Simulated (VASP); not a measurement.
Set up this calculation in VASP 6.6.1, as the native input.

| Property | Result |
| --- | --- |
| Task | single point |
| Functional | PBE |
| Potentials or basis | VASP PAW PBE potentials, release 64 (Al, Si) |
| Cutoff | 520 eV |
| k mesh | 4 × 4 × 4 |
| Occupations | gaussian, width 0.1 eV |
| Spin | no spin polarisation |
| Dipole correction | no |
| Further INCAR settings | ALGO = Normal; EDIFF = 1e-07; NBANDS = 19 |

The structure of Al2Si lies in POSCAR:

```
Al2Si
1.0
    4.6067010000      0.0000000000      0.0000000000
    0.0000000000      4.6067010000      0.0000000000
    0.0000000000      0.0000000000      4.4932851900
Al Si
4 2
Direct
    0.2821082700      0.5000000000      0.0000000000
    0.7178917300      0.5000000000      0.0000000000
    0.5000000000      0.2821082700      0.5000000000
    0.5000000000      0.7178917300      0.5000000000
    0.0000000000      0.5000000000      0.5000000000
    0.5000000000      0.0000000000      0.0000000000
```

One way to write it, as run:

INCAR

```
SYSTEM = Al2Si
PREC     = Accurate       ! precision mode
ENCUT    = 520            ! plane-wave cutoff, eV
EDIFF    = 1E-7           ! SCF threshold, eV
ISMEAR   = 0              ! smearing method
SIGMA    = 0.1            ! smearing width, eV
LREAL    = .FALSE.        ! projectors in reciprocal space
LASPH    = .TRUE.         ! aspherical terms in the spheres
NELM     = 100            ! most SCF steps
ALGO     = Normal         ! electronic algorithm
ISIF     = 2              ! what is computed and relaxed
LWAVE    = .FALSE.        ! write WAVECAR
LCHARG   = .FALSE.        ! write CHGCAR
GGA      = PE             ! functional
NBANDS   = 19             ! bands
```

KPOINTS

```
Automatic mesh
0
G
  4 4 4
  0 0 0
```

Potentials or basis: VASP PAW PBE potentials, release 64 (Al, Si).

The run is started by

```sh
$ cat potpaw_PBE.64/Al/POTCAR potpaw_PBE.64/Si/POTCAR > POTCAR
$ mpirun -np 1 vasp_std > vasp.out
```

It gave:

| Property | Result |
| --- | --- |
| Pressure | 30.3 GPa |
| Largest force | 7.745 eV/Å |
| Band gap on the k mesh | zero (band 10 reaches 10.24 eV, above the bottom of band 11 at 7.18 eV) |

Caveat: forces of over 1 eV/Å act on the atoms, so gaps and moduli don't describe the material at rest.

Run time: 32 s on 1 thread of Intel Xeon 6975P-C (shared host), peak memory 0.2 GiB.
